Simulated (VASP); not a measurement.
# Be (Cmce) in VASP: further runs, part 2 of 2

VASP 6.6.1.

## (3) Single point, PBEsol (Ca replaced by Be, lengths x 0.727, strained)

INCAR reads:

```
SYSTEM = Be
ALGO = Normal ; EDIFF = 1E-7
ENCUT = 520 ; GGA = PS
ISIF = 2 ; ISMEAR = 0
LASPH = .True. ; LCHARG = .True.
LELF = .True. ; LREAL = .False.
LVHAR = .True. ; LWAVE = .False.
NBANDS = 12 ; NELM = 100
PREC = Accurate ; SIGMA = 0.1
```

KPOINTS reads:

```
k-points
0
Gamma
  12 12 8
  0 0 0
```

POSCAR reads:

```
Be
1.0
    2.5336568174     -2.6847601120      0.0000000000
    2.5336568174      2.6847601120      0.0000000000
    0.0000000000      0.0000000000      5.1281777884
Be
4
Direct
    0.1617894600      0.8382105400      0.1965141100
    0.8382105400      0.1617894600      0.8034858900
    0.3382105400      0.6617894600      0.6965141100
    0.6617894600      0.3382105400      0.3034858900
```

Potentials or basis: VASP PAW PBE potentials, release 64 (Be).

Started as:

```
> cat potpaw_PBE.64/Be/POTCAR > POTCAR
> mpirun -np 1 vasp_std > vasp.out
```

OUTCAR:

```text
SYSTEM = Be
   EDIFF = 1E-7
   ENCUT = 520
   GGA = PS
   ISIF = 2
   ISMEAR = 0
   LASPH = .True.
   LREAL = .False.
   NELM = 100
   PREC = Accurate

 ion  position               nearest neighbor table
   1  0.162  0.838  0.197-
   2  0.838  0.162  0.803-
   3  0.338  0.662  0.697-
   4  0.662  0.338  0.303-

  LATTYP: Found a base centered orthorhombic cell.
 ALAT       =     5.0673136348
 B/A-ratio  =     1.0596384220
 C/A-ratio  =     1.0120111282

  Lattice vectors:

 A1 = (   2.5336568174,  -2.6847601120,   0.0000000000)
 A2 = (   2.5336568174,   2.6847601120,   0.0000000000)
 A3 = (   0.0000000000,   0.0000000000,   5.1281777884)

Analysis of symmetry for initial positions (statically):
=====================================================================
 Subroutine PRICEL returns:
 Original cell was already a primitive cell.

 Routine SETGRP: Setting up the symmetry group for a
 base centered orthorhombic supercell.

 Subroutine GETGRP returns: Found  8 space group operations
 (whereof  4 operations were pure point group operations)
 out of a pool of  8 trial point group operations.

The static configuration has the point symmetry C_2h.
 The point group associated with its full space group is D_2h.

Analysis of symmetry for dynamics (positions and initial velocities):
=====================================================================
 Subroutine PRICEL returns:
 Original cell was already a primitive cell.

 Routine SETGRP: Setting up the symmetry group for a
 base centered orthorhombic supercell.

 Subroutine GETGRP returns: Found  8 space group operations
 (whereof  4 operations were pure point group operations)
 out of a pool of  8 trial point group operations.

The dynamic configuration has the point symmetry C_2h.
 The point group associated with its full space group is D_2h.

 Subroutine INISYM returns: Found  8 space group operations
 (whereof  4 operations are pure point group operations),
 and found     1 'primitive' translations

----------------------------------------------------------------------------------------

                                     Primitive cell

  volume of cell :      69.7664

  direct lattice vectors                    reciprocal lattice vectors
     2.533656817 -2.684760112  0.000000000     0.197343222 -0.186236378  0.000000000
     2.533656817  2.684760112  0.000000000     0.197343222  0.186236378  0.000000000
     0.000000000  0.000000000  5.128177788     0.000000000  0.000000000  0.195001040

  length of vectors
     3.691524580  3.691524580  5.128177788     0.271345418  0.271345418  0.195001040

  position of ions in fractional coordinates (direct lattice)
     0.161789460  0.838210540  0.196514110
     0.838210540  0.161789460  0.803485890
     0.338210540  0.661789460  0.696514110
     0.661789460  0.338210540  0.303485890

  ion indices of the primitive-cell ions
   primitive index   ion index
                 1           1
                 2           2
                 3           3
                 4           4

----------------------------------------------------------------------------------------

 KPOINTS: k-points

[... 27 lines left out ...]
  0.250000 -0.000000  0.000000      4.000000
  0.333333 -0.000000  0.000000      4.000000
  0.416667 -0.000000  0.000000      4.000000
[... 16 lines left out ...]
  0.500000  0.166667  0.000000      4.000000
 -0.416667  0.166667  0.000000      4.000000
 [... further k-points ...]
   k-points           NKPTS =    215   k-points in BZ     NKDIM =    215   number of bands    NBANDS=     12
   number of dos      NEDOS =    301   number of ions     NIONS =      4
   total plane-waves  NPLWV =  31360
   dimension x,y,z NGX =    28 NGY =   28 NGZ =   40
   dimension x,y,z NGXF=    56 NGYF=   56 NGZF=   80
   ions per type =               4
   NGX,Y,Z   is equivalent  to a cutoff of  12.61, 12.61, 12.97 a.u.
   NGXF,Y,Z  is equivalent  to a cutoff of  25.22, 25.22, 25.93 a.u.
 SYSTEM =  Be
   PREC   = accura    normal or accurate (medium, high low for compatibility)
   ISTART =      0    job   : 0-new  1-cont  2-samecut
   ICHARG =      2    charge: 1-file 2-atom 10-const
   ISPIN  =      1    spin polarized calculation?
   LNONCOLLINEAR =      F non collinear calculations
   LSORBIT =      F    spin-orbit coupling
   LASPH  =      T    aspherical Exc in radial PAW
   ENCUT  =  520.0 eV  38.22 Ry    6.18 a.u.   6.86  6.86  9.54*2*pi/ulx,y,z
   NELM   =    100;   NELMIN=  2; NELMDL= -5     # of ELM steps
   EDIFF  = 0.1E-06   stopping-criterion for ELM
   LREAL  =      F    real-space projection
   EDIFFG = 0.1E-05   stopping-criterion for IOM
   NSW    =      0    number of steps for IOM
   IBRION =     -1    ionic relax: 0-MD 1-quasi-New 2-CG
   NFREE  =      0    steps in history (QN), initial steepest desc. (CG)
   ISIF   =      2    stress and relaxation
   ISYM   =      2    0-nonsym 1-usesym 2-fastsym
   POTIM  = 0.5000    time-step for ionic-motion
   TEBEG  =    0.0;   TEEND  =   0.0 temperature during run
   PSTRESS=    0.0 pullay stress
   NELECT =       8.0000    total number of electrons
   NUPDOWN=      -1.0000    fix difference up-down
   EMIN   =  10.00;   EMAX   =-10.00  energy-range for DOS
   EFERMI =   0.00;   METHOD = LEGACY
   ISMEAR =     0;   SIGMA  =   0.10  broadening in eV -4-tet -1-fermi 0-gaus
   EFERMI_NEDOS =   21; number of points for ismear=-14 and -15
   IALGO  =     38    algorithm
   IMIX   =      4    mixing-type and parameters
     AMIX     =   0.40;   BMIX     =  1.00
     AMIX_MAG =   1.60;   BMIX_MAG =  1.00
  volume/ion in A,a.u.               =      17.44       117.70
  Fermi-wavevector in a.u.,A,eV,Ry     =   0.795346  1.502986  8.606707  0.632575
  Thomas-Fermi vector in A             =   1.901656
   LORBIT       =      0    0 simple, 1 ext, 2 COOP (PROOUT), +10 PAW based schemes
   GGA     = PS    functional components
   LHFCALC =     F    Hartree Fock is set to
   AEXX    =    0.0000 exact exchange contribution
   IVDW    =     0    specifies the selected vdW correction
   LEPSILON=     F    determine dielectric tensor
   LRPA    =     F    only Hartree local field effects (RPA)
 non-spin polarized calculation
 Gauss-broadening in eV      SIGMA  =   0.10
  energy-cutoff  :      520.00
  volume of cell :       69.77
 maximum number of plane-waves:      1907
   NGX = 13   NGY = 13   NGZ = 19

 number of electron       8.0000000 magnetization

 Free energy of the ion-electron system (eV)
  ---------------------------------------------------
  ext. energy  EPLUGINS =         0.00000000
  ---------------------------------------------------
  free energy    TOTEN  =       -10.14244136 eV

  energy without entropy =      -10.13566961  energy(sigma->0) =      -10.13905549

 E-fermi :   1.5777     XC(G=0):  -8.2539

 val. band max:        1.5628078708   @ k =   0.4167   0.2500   0.2500
 cond. band min:       1.5789039424   @ k =   0.2500   0.2500   0.1250
 fundamental gap:      0.0160960716
 Fermi energy:         1.5777246700

 k-point     1 :       0.0000    0.0000    0.0000
  band No.  band energies     occupation
      1      -5.4758      2.00000
      2      -0.9482      2.00000
      3      -0.4540      2.00000
      4       2.6860      0.00000
      5       2.9489      0.00000
      6       3.6111      0.00000
      7       3.9488      0.00000
      8       6.8435      0.00000
      9       7.6841      0.00000
     10       8.0145      0.00000
     11       9.0989      0.00000
     12       9.8646      0.00000
[... 331 lines left out ...]
 k-point    24 :      -0.4167    0.1667    0.0000
  band No.  band energies     occupation
      1      -3.6743      2.00000
      2      -1.9665      2.00000
      3       0.8544      2.00000
      4       0.8916      2.00000
      5       2.6371      0.00000
      6       2.9230      0.00000
      7       2.9366      0.00000
      8       3.6541      0.00000
      9       6.2874      0.00000
     10       7.3459      0.00000
     11       8.1663      0.00000
     12       9.0804      0.00000

 [... further k-points ...]
[... 5 lines left out ...]
  --------------------------------------------------------------------------------------
  -------------------------------------------------------------------------------------
  Total       -6.9081326     -9.8251178     -8.5888181      0.0000000      0.0000000      0.0000000
  in kB     -158.6444573   -225.6326810   -197.2412032      0.0000000      0.0000000      0.0000000
  external PRESSURE =    -193.8394472 kB  Pullay stress =       0.0000000 kB

 VOLUME and BASIS-vectors are now :
 -----------------------------------------------------------------------------
  energy-cutoff  :      520.00
  volume of cell :       69.77
      direct lattice vectors                 reciprocal lattice vectors
     2.533656817 -2.684760112  0.000000000     0.197343222 -0.186236378  0.000000000
     2.533656817  2.684760112  0.000000000     0.197343222  0.186236378  0.000000000
     0.000000000  0.000000000  5.128177788     0.000000000  0.000000000  0.195001040

 POSITION                                       TOTAL-FORCE (eV/Angst)
 -----------------------------------------------------------------------------------
      2.53366      1.81603      1.00776         0.000000     -0.043664     -0.403006
      2.53366     -1.81603      4.12042         0.000000      0.043664      0.403006
      2.53366      0.86873      3.57185         0.000000      0.043664     -0.403006
      2.53366     -0.86873      1.55633         0.000000     -0.043664      0.403006
 -----------------------------------------------------------------------------------
    total drift:                                0.000000     -0.000000      0.000000

  FREE ENERGIE OF THE ION-ELECTRON SYSTEM (eV)
  ---------------------------------------------------
  free  energy   TOTEN  =       -10.1424413631 eV

  energy  without entropy=      -10.1356696074  energy(sigma->0) =      -10.13905549
```

stdout:

```text
POSCAR found type information on POSCAR Be
 POSCAR found :  1 types and       4 ions
 scaLAPACK will be used
 -----------------------------------------------------------------------------
|                                                                             |
|                                                                             |
|     You enforced a specific xc type in the INCAR file but a different       |
|     I HOPE YOU KNOW WHAT YOU ARE DOING!                                     |
|                                                                             |
 -----------------------------------------------------------------------------

 LDA part: xc-table for (Slater+PW92), standard interpolation
 POSCAR, INCAR and KPOINTS ok, starting setup
 FFT: planning ... GRIDC
 FFT: planning ... GRID_SOFT
 FFT: planning ... GRID
 WAVECAR not read
 entering main loop
```

Run time: 62 s. Hardware: 1 thread of Intel Xeon 6975P-C (Granite Rapids), shared host; peak memory 0.27 GiB.

What came out:

```yaml
Free_energy: -10.1424 eV
Pressure: -19.4 GPa
Largest_force: 0.405 eV/Å
Band_gap_on_the_k_mesh: zero (band 4 reaches 3.15 eV, above the bottom of band 5 at 0.57 eV)
```

Forces on the atoms (eV/Å):
```
Be   0.000 -0.044 -0.403
Be   0.000  0.044  0.403
Be   0.000  0.044 -0.403
Be   0.000 -0.044  0.403
```

Levels at points of the mesh, in eV from the Fermi level:
```tsv
k point	band 1	band 2	band 3	band 4	band 5	band 6	band 7	band 8
(0.00, 0.00, 0.00)	-7.05	-2.53	-2.03	1.11	1.37	2.03	2.37	5.27
(0.50, 0.00, 0.00)	-4.73	-4.73	-0.63	-0.63	0.69	0.69	3.50	3.50
(0.50, 0.50, 0.00)	-2.76	-2.65	-2.50	-1.76	1.08	1.28	1.29	1.71
(0.00, 0.00, 0.50)	-5.85	-5.85	1.55	1.55	1.86	1.86	3.70	3.70
(0.50, 0.00, 0.50)	-3.63	-3.63	-3.45	-3.45	3.64	3.64	4.41	4.41
(0.50, 0.50, 0.50)	-2.03	-2.03	-1.22	-1.22	-1.01	-1.01	-0.60	-0.60
```

Caveat: the cell differs from its parent crystal (Ca replaced by Be, lengths x 0.727, strained); the PAW data sets were made with another functional, which shifts forces and pressure a little.

## (4) Single point, PBEsol (Ca replaced by Be, lengths x 0.727, strained)

INCAR reads:

```
  ALGO = Normal
  EDIFF = 1E-6
  ENCUT = 520
  GGA = PS
  ISIF = 2
  ISMEAR = 0
  LASPH = T
  LCHARG = F
  LREAL = F
  LWAVE = F
  NBANDS = 12
  NELM = 100
  PREC = Accurate
  SIGMA = 0.1
```

KPOINTS reads:

```
k-points
0
Gamma
  12 12 10
```

POSCAR reads:

```
Be
1.0
    2.4207767281     -2.5651480324      0.0000000000
    2.4207767281      2.5651480324      0.0000000000
    0.0000000000      0.0000000000      4.8997059756
Be
4
Direct
    0.1617894600      0.8382105400      0.1965141100
    0.8382105400      0.1617894600      0.8034858900
    0.3382105400      0.6617894600      0.6965141100
    0.6617894600      0.3382105400      0.3034858900
```

Started as:

```
> cat potpaw_PBE.64/Be/POTCAR > POTCAR
> mpirun -np 1 vasp_std > vasp.out
```

It took 56 s on 1 thread of Intel Xeon 6975P-C (Granite Rapids), shared host; peak memory 0.27 GiB.

The run converged. Its results:

```
Free energy            : -11.2240 eV
Pressure               : -19.5 GPa
Largest force          : 0.515 eV/Å
Band gap on the k mesh : zero (band 4 reaches 4.00 eV, above the bottom of band 5 at 1.24 eV)
```

Forces on the atoms (eV/Å):
```
Be   0.000 -0.039 -0.514
Be   0.000  0.039  0.514
Be   0.000  0.039 -0.514
Be   0.000 -0.039  0.514
```

Stress tensor (GPa, compression positive):
```
-15.02   0.00   0.00
  0.00 -24.53   0.00
  0.00   0.00 -19.05
```

Levels at points of the mesh, in eV from the Fermi level:
```csv
k point,band 2,band 3,band 4,band 5,band 6,band 7
"(0.00, 0.00, 0.00)",-2.91,-2.05,1.13,1.45,2.33,2.52
"(0.50, 0.00, 0.00)",-5.15,-0.78,-0.78,0.85,0.85,3.80
"(0.50, 0.50, 0.00)",-2.91,-2.83,-1.67,1.11,1.30,1.33
"(0.00, 0.00, 0.50)",-6.36,1.64,1.64,1.98,1.98,4.03
"(0.50, 0.00, 0.50)",-3.93,-3.81,-3.81,3.98,3.98,4.82
"(0.50, 0.50, 0.50)",-2.35,-1.50,-1.50,-0.86,-0.86,-0.55
```

Caveat: the cell differs from its parent crystal (Ca replaced by Be, lengths x 0.727, strained); the PAW data sets were made with another functional, which shifts forces and pressure a little.

## (5) Summary

```tsv
cell	k mesh	gap on the mesh (eV)	pressure (GPa)	largest force (eV/Å)
a = 3.692, b = 3.692, c = 5.128 Å, angles 90.0, 90.0, 93.3°, 4 atoms	6 × 6 × 4	none	-19.4	0.40
a = 3.692, b = 3.692, c = 5.128 Å, angles 90.0, 90.0, 93.3°, 4 atoms	12 × 12 × 8	none	-19.4	0.41
a = 3.527, b = 3.527, c = 4.900 Å, angles 90.0, 90.0, 93.3°, 4 atoms	12 × 12 × 10	none	-19.5	0.52
```

Alike in all rows: task single point; level PBEsol; potentials or basis VASP PAW PBE potentials, release 64 (Be); no spin polarisation; cutoff (eV) 520; smearing gaussian 0.1 eV.

Caveats: the PAW data sets were made with another functional, which shifts forces and pressure a little.

Total energies depend on the potentials used, so only differences within one code and one set of settings carry meaning.
